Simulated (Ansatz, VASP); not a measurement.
SnO2 in VASP and in Ansatz

```xyz
6
Lattice="4.7598 0.0000 0.0000 0.0000 4.7598 0.0000 0.0000 0.0000 3.2007" Properties=species:S:1:pos:R:3 pbc="T T T"
Sn    2.3799    2.3799    0.0000
Sn    0.0000    0.0000    1.6004
O     3.3037    3.3037    1.6004
O     3.8360    0.9238    0.0000
O     0.9238    3.8360    0.0000
O     1.4561    1.4561    1.6004
```

Alike in both runs: task relaxation of cell and atoms; functional r2SCAN; k mesh 6 × 6 × 8; occupations gaussian, width 0.02 eV; no spin polarisation.

|  | VASP | Ansatz |
| --- | --- | --- |
| version | VASP 6.6.1 | Ansatz 0.2.0 |
| potentials or method | VASP PAW PBE potentials, release 64 (Sn_d, O), cutoff 600 eV | scalar-relativistic, plane waves, PAW |
| valence electrons in the cell | 52 | 52 |

Ansatz gave:

| Quantity | Value |
| --- | --- |
| gap on the k mesh at the Fermi level, each at its own relaxed structure (eV) | 1.77 |
| relaxed volume (Å³/atom) | 12.09 |
| relaxed length of the cell vector where the two differ most in proportion (Å) | 3.201 |

**Question.** Estimate VASP's values.

**Answer.** gap on the k mesh at the Fermi level, each at its own relaxed structure (eV): 1.74; relaxed volume (Å³/atom): 12.14; relaxed length of the cell vector where the two differ most in proportion (Å): 3.207.

VASP's potentials were made for PBE, not for r2SCAN.
